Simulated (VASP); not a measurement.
## Os: single point with PBE-based screened hybrid with 25 % exact exchange

Os:

```
Os
1.0
     2.73352    0.00000    0.00000
    -1.36676    2.36730    0.00000
     0.00000    0.00000    4.28426
Os
2
Direct
  0.66667 0.33333 0.75000
  0.33333 0.66667 0.25000
```

| Quantity | Value |
| --- | --- |
| Program | VASP 6.6.1 |
| Task | single point |
| Functional | PBE-based screened hybrid with 25 % exact exchange |
| Potentials or basis | VASP PAW PBE potentials, release 64 (Os) |
| Cutoff | 520 eV |
| k mesh | 6 × 6 × 3 |
| Occupations | fermi-dirac, width 0.05 eV |
| Spin | no spin polarisation |

The pressure is 1.5 GPa and the band gap on the k mesh is zero (bands 8 and 9 overlap by 4.27 eV).

Stress tensor (GPa, compression positive):
```
1.48 0.00 0.00
0.00 1.48 0.00
0.00 0.00 1.69
```

Levels at points of the mesh, in eV from the Fermi level:
```csv
k point,band 4,band 5,band 6,band 7,band 8,band 9,band 10,band 11,band 12,band 13
"(0.00, 0.00, 0.00)",-3.51,-3.03,-2.58,-2.58,-1.99,-1.99,-0.03,1.91,1.91,10.25
"(0.50, 0.00, 0.00)",-4.21,-3.30,-2.93,-2.06,2.28,2.92,3.06,4.96,6.35,10.28
```

It took 5.8 min on 1 thread of Intel(R) Xeon(R) 6975P-C (Granite Rapids), with other jobs on the host, peak memory 0.26 GiB.

Caveat: the k points lie up to 0.49 Å⁻¹ apart, too coarse for converged energies and pressures of a metal; the PAW data sets were made with another functional, which shifts forces and pressure a little; spin-orbit coupling is left out, which moves the levels of the heavy elements.
